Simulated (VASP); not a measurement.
Wanted: the native input for a VASP 6.6.1 run.

```yaml
Task: single point
Functional: r2SCAN
Potentials_or_basis: VASP PAW PBE potentials, release 64 (Ti_sv)
Cutoff: 520 eV
k_mesh: 20 × 20 × 20
Occupations: gaussian, width 0.15 eV
Spin: no spin polarisation
Dipole_correction: no
Further_INCAR_settings: ALGO = Normal; EDIFF = 1e-06; NBANDS = 12
```

The system is Ti.

```
Ti
1.0
     0.00000    1.92342    2.03000
     2.13658    0.00000    2.03000
     2.13658    1.92342    0.00000
Ti
1
Direct
  0.00000 0.00000 0.00000
```

This cell differs from its parent crystal: strain +0.0525 x Voigt [1, -1, 0, 0, 0, 0].

One way to write it, as run:

POSCAR

```
Ti
1.0
    0.0000000000      1.9234250000      2.0300000000
    2.1365750000      0.0000000000      2.0300000000
    2.1365750000      1.9234250000      0.0000000000
Ti
1
Direct
    0.0000000000      0.0000000000      0.0000000000
```

INCAR.step1

```
PREC     = Accurate       # precision mode
ENCUT    = 520            # plane-wave cutoff, eV
ISMEAR   = 0              # smearing method
SIGMA    = 0.15           # smearing width, eV
LREAL    = False          # projectors in reciprocal space
LASPH    = True           # aspherical terms in the spheres
NELM     = 80             # most SCF steps
NBANDS   = 12             # bands
GGA      = PE             # functional
ALGO     = Normal         # electronic algorithm
EDIFF    = 1E-4           # SCF threshold, eV
LWAVE    = True           # write WAVECAR
LCHARG   = False          # write CHGCAR
```

INCAR.step2

```
PREC     = Accurate       # precision mode
ENCUT    = 520            # plane-wave cutoff, eV
EDIFF    = 1E-6           # SCF threshold, eV
ISMEAR   = 0              # smearing method
SIGMA    = 0.15           # smearing width, eV
LREAL    = False          # projectors in reciprocal space
LASPH    = True           # aspherical terms in the spheres
NELM     = 80             # most SCF steps
ALGO     = Normal         # electronic algorithm
ISIF     = 2              # what is computed and relaxed
LWAVE    = False          # write WAVECAR
LCHARG   = False          # write CHGCAR
METAGGA  = R2SCAN         # meta-GGA
LMIXTAU  = True         
NBANDS   = 12             # bands
ISTART   = 1
```

KPOINTS

```
regular mesh
0
Gamma
  20 20 20
```

Potentials or basis: VASP PAW PBE potentials, release 64 (Ti_sv).

Run with:

```sh
$ cat potpaw_PBE.64/Ti_sv/POTCAR > POTCAR
$ cp INCAR.step1 INCAR
$ mpirun -np 1 vasp_std > vasp.out
$ cp INCAR.step2 INCAR
$ mpirun -np 1 vasp_std > vasp.out
```

It gave:

- Pressure: 5.0 GPa
- Band gap on the k mesh: zero (bands 6 and 7 overlap by 1.53 eV)

Caveat: the cell differs from its parent crystal (strain +0.0525 x Voigt [1, -1, 0, 0, 0, 0]); the cell stands under pressure; the PAW data sets were made with another functional, which shifts forces and pressure a little.

Run time: 4.5 min on 1 thread of Intel(R) Xeon(R) 6975P-C (Granite Rapids) (shared host), peak memory 0.33 GiB.
